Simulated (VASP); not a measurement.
Input of a VASP 6.6.1 run:

INCAR

```
SYSTEM = LiF
PREC = Accurate
ENCUT = 520
EDIFF = 1E-8
ISMEAR = -1
SIGMA = 0.03
LREAL = .False.
LASPH = .True.
NELM = 100
ALGO = Normal
ISIF = 2
LWAVE = .False.
LCHARG = .False.
LEFG = .True.
NBANDS = 12
```

The input KPOINTS:

```
Automatic mesh
0
Gamma
  10 10 10
  0 0 0
```

Contents of POSCAR:

```
LiF
1.0
    0.0000000000      2.0140000000      2.0140000000
    2.0140000000      0.0000000000      2.0140000000
    2.0140000000      2.0140000000      0.0000000000
Li F
1 1
Direct
    0.0000000000      0.0000000000      0.0000000000
    0.5000000000      0.5000000000      0.5000000000
```

Potentials or basis: VASP PAW LDA potentials, release 64 (Li_sv, F).

Command:

```console
$ cat potpaw_LDA.64/Li_sv/POTCAR potpaw_LDA.64/F/POTCAR > POTCAR
$ mpirun -np 1 vasp_std > vasp.out
```

Q: What does it give for the band gap on the k mesh?

A: 8.83 eV, direct.

Caveat: without QUAD_EFG the Cq values of the log hold for a quadrupole moment of 1 mb, not for the nuclei. A k mesh can miss the band edges.
